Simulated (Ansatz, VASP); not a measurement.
# LiF in VASP and in Ansatz

Contents of INCAR:

```
SYSTEM = LiF
  ALGO = Normal
  EDIFF = 1E-6
  ENCUT = 750
  GGA = PE
  GGA_COMPAT = .FALSE.
  ISIF = 2
  ISMEAR = 0
  LASPH = .TRUE.
  LCHARG = .FALSE.
  LREAL = .FALSE.
  LWAVE = .FALSE.
  NBANDS = 12
  NELM = 120
  PREC = Accurate
  SIGMA = 0.02
```

File KPOINTS:

```
k-points
0
G
  10 10 10
  0 0 0
```

POSCAR

```
LiF
1.0
    0.0000000000      2.0124640579      2.0124640579
    2.0124640579      0.0000000000      2.0124640579
    2.0124640579      2.0124640579      0.0000000000
Li F
1 1
Direct
    0.0000000000      0.0000000000      0.0000000000
    0.5000000000      0.5000000000      0.5000000000
```

Input for Ansatz:

```yaml
crystal:
  lattice:
    - [0.0, 2.0124640579, 2.0124640579]
    - [2.0124640579, 0.0, 2.0124640579]
    - [2.0124640579, 2.0124640579, 0.0]
  atoms:
    - { symbol: Li, position: [0.0, 0.0, 0.0] }
    - { symbol: F, position: [0.5, 0.5, 0.5] }
basis: {}
kpoints:
  mp_grid: { grid: [10, 10, 10] }
hamiltonian:
  xc: pbe
  pseudopotentials: { kind: all_electron, lapw: {} }
scf:
  occupations: { method: gaussian, width: 0.02 }
output:
  forces: true
  stress: true
  eigenvalues: true
```

Alike in both runs: task single point; functional PBE; k mesh 10 × 10 × 10; occupations gaussian, width 0.02 eV; no spin polarisation.

|  | VASP | Ansatz |
| --- | --- | --- |
| version | VASP 6.6.1 | Ansatz 0.2.0 |
| potentials or method | VASP PAW PBE potentials, release 64 (Li_sv, F), cutoff 750 eV | scalar-relativistic, all-electron LAPW |

Ansatz gave:

```
gap on the k mesh at the Fermi level (eV) : 9.09
least direct gap on the mesh (eV)         : 9.09
pressure (GPa)                            : 2.2
```

Q: Estimate VASP's values.

A: gap on the k mesh at the Fermi level (eV): 9.10; least direct gap on the mesh (eV): 9.10; pressure (GPa): 1.6.

Ansatz ran all-electron here, and VASP with PAW potentials.
